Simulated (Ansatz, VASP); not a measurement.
# One calculation of HPbNO4, two programs

INCAR

```
PREC = Accurate ; ENCUT = 520
EDIFF = 1E-7 ; ISMEAR = -1
SIGMA = 0.05 ; LREAL = F
LASPH = T ; NELM = 100
ALGO = Normal ; ISIF = 2
LWAVE = F ; LCHARG = F
GGA = B5 ; ALDAX = 1.0
AGGAX = 1.0 ; AGGAC = 1.0
ALDAC = 0.0 ; NBANDS = 31
```

File KPOINTS:

```
Automatic mesh
0
Gamma
  5 4 4
```

File POSCAR:

```
HPbNO4
1.0
    3.8540400000      0.1438400000      0.0901200000
   -0.2532000000      5.5269800000      0.1647100000
   -0.4819700000     -1.9272000000      5.7202500000
H Pb N O
1 1 1 4
Direct
    0.1091300000      0.6571800000      0.5446300000
    0.6102900000      0.5212700000      0.1510000000
    0.9158000000      0.9626300000      0.9586700000
    0.0138400000      0.1363900000      0.8808400000
    0.7239800000      0.0105700000      0.1285800000
    0.0038900000      0.7373200000      0.8704300000
    0.1192700000      0.5932400000      0.3765100000
```

input.yaml

```yaml
crystal:
  lattice:
    - [3.85404, 0.14384, 0.09012]
    - [-0.2532, 5.52698, 0.16471]
    - [-0.48197, -1.9272, 5.72025]
  atoms:
    - { symbol: H, position: [0.10913, 0.65718, 0.54463] }
    - { symbol: Pb, position: [0.61029, 0.52127, 0.151] }
    - { symbol: "N", position: [0.9158, 0.96263, 0.95867] }
    - { symbol: O, position: [0.01384, 0.13639, 0.88084] }
    - { symbol: O, position: [0.72398, 0.01057, 0.12858] }
    - { symbol: O, position: [0.00389, 0.73732, 0.87043] }
    - { symbol: O, position: [0.11927, 0.59324, 0.37651] }
kpoints:
  mp_grid: { grid: [5, 4, 4] }
  band_path:
    path: [[0.5, 0.0, 0.0], [0.0, 0.0, 0.0], [0.0, -0.5, 0.0]]
    npoints: 12
scf:
  occupations: { method: fermi_dirac, width: 0.05 }
hamiltonian:
  xc: blyp
  pseudopotentials: { kind: all_electron, lapw: { basis_error: 0.002 } }
output:
  forces: true
  stress: true
  eigenvalues: true
```

Alike in both runs: functional BLYP; k mesh 5 × 4 × 4; occupations fermi-dirac, width 0.05 eV; no spin polarisation.

```csv
,VASP,Ansatz
version,VASP 6.6.1,Ansatz 0.2.0
potentials or method,"VASP PAW PBE potentials, release 64 (H, Pb_d, N, O), cutoff 520 eV","all-electron LAPW, scalar-relativistic"
task,single point,band structure
```

|  | VASP | Ansatz | Ansatz less VASP |
| --- | --- | --- | --- |
| gap on the k mesh at the Fermi level (eV) | 3.08 | 3.12 | +0.043 |
| least direct gap on the mesh (eV) | 3.14 | 3.19 | +0.047 |
| pressure (GPa) | 2.5 | 1.9 | -0.56 |
| traceless stress, the component that is largest in VASP (GPa) | -1.04 | -0.58 | +0.458 |
| rms of the force components (eV/Å) | 0.332 | 0.190 | -0.1417 |

VASP's potentials were made for PBE, not for BLYP. Atom by atom the forces differ by 0.151 eV/Å (rms over components). Ansatz ran all-electron here, and VASP with PAW potentials.

Neither program's run includes spin-orbit coupling. Noted on VASP's run: the standard files for N, O and F lose accuracy on very short bonds.
